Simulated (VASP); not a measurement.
Wanted: the native input for a VASP 6.6.1 run.

| Property | Result |
| --- | --- |
| Task | single point |
| Functional | PBEsol |
| Potentials or basis | VASP PAW PBE potentials, release 64 (Pb_d, O) |
| Cutoff | 520 eV |
| k mesh | 6 × 6 × 8 |
| Occupations | fermi-dirac, width 0.05 eV |
| Spin | no spin polarisation |
| Dipole correction | no |
| Further INCAR settings | ALGO = Normal; EDIFF = 1e-06; NBANDS = 35 |

The structure of PbO2 lies in POSCAR:

```
PbO2
1.0
    5.0929251309      0.0000000000      0.0000000000
    0.0000000000      5.0929251309      0.0000000000
    0.0000000000      0.0000000000      3.4758610905
Pb O
2 4
Direct
    0.5000000000      0.5000000000      0.5000000000
    0.0000000000      0.0000000000      0.0000000000
    0.6925710400      0.6925710400      0.0000000000
    0.8074289600      0.1925710400      0.5000000000
    0.1925710400      0.8074289600      0.5000000000
    0.3074289600      0.3074289600      0.0000000000
```

One way to write it, as run:

INCAR

```
PREC = Accurate ; ENCUT = 520
EDIFF = 1E-6 ; ISMEAR = -1
SIGMA = 0.05 ; LREAL = F
LASPH = T ; NELM = 100
ALGO = Normal ; ISIF = 2
LWAVE = F ; LCHARG = F
GGA = PS ; NBANDS = 35
```

KPOINTS

```
Automatic mesh
0
Gamma
  6 6 8
```

Potentials or basis: VASP PAW PBE potentials, release 64 (Pb_d, O).

Command:

```console
$ cat potpaw_PBE.64/Pb_d/POTCAR potpaw_PBE.64/O/POTCAR > POTCAR
$ mpirun -np 1 vasp_std > vasp.out
```

It gave:

* Pressure: -6.7 GPa
* Largest force: 0.129 eV/Å

Caveat: the cell stands under tension; the PAW data sets were made with another functional, which shifts forces and pressure a little.

Wall time 3.6 min on 1 thread of Intel Xeon 8259CL, with other jobs on the host, peak memory 0.27 GiB.
